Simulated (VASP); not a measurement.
Runs of VASP 6.6.1 on CdClO. The structure is that of space group P6_3mc (No. 186), or close to it. The cells are those of the table. 

```csv
cell,gap on the mesh (eV),pressure (GPa),largest force (eV/Å)
"a = 3.747, b = 3.747, c = 9.400 Å, angles 90.0, 90.0, 120.0°, 6 atoms",none,0.7,0.33
"a = 3.786, b = 3.786, c = 9.498 Å, angles 90.0, 90.0, 120.0°, 6 atoms",none,(b),0.20
"a = 3.824, b = 3.824, c = 9.594 Å, angles 90.0, 90.0, 120.0°, 6 atoms",none,-2.7,0.14
"a = 3.862, b = 3.862, c = 9.688 Å, angles 90.0, 90.0, 120.0°, 6 atoms",none,(a),0.16
"a = 3.899, b = 3.899, c = 9.781 Å, angles 90.0, 90.0, 120.0°, 6 atoms",none,-5.0,0.26
```

Alike in all rows: task single point; level PBE; potentials or basis VASP PAW PBE potentials, release 64 (Cd, Cl, O); no spin polarisation; k mesh 7 × 7 × 3; cutoff (eV) 520; smearing methfessel-paxton 0.01 eV.

Question: Fill in the values left out.

Answer: (a) -3.9; (b) -1.2.

Caveats: the cell stands under tension (at least some runs).

A k mesh can miss the band edges, and the runs leave out spin-orbit coupling on Cd.

A gap of «none» marks levels without a gap at the run's occupations.
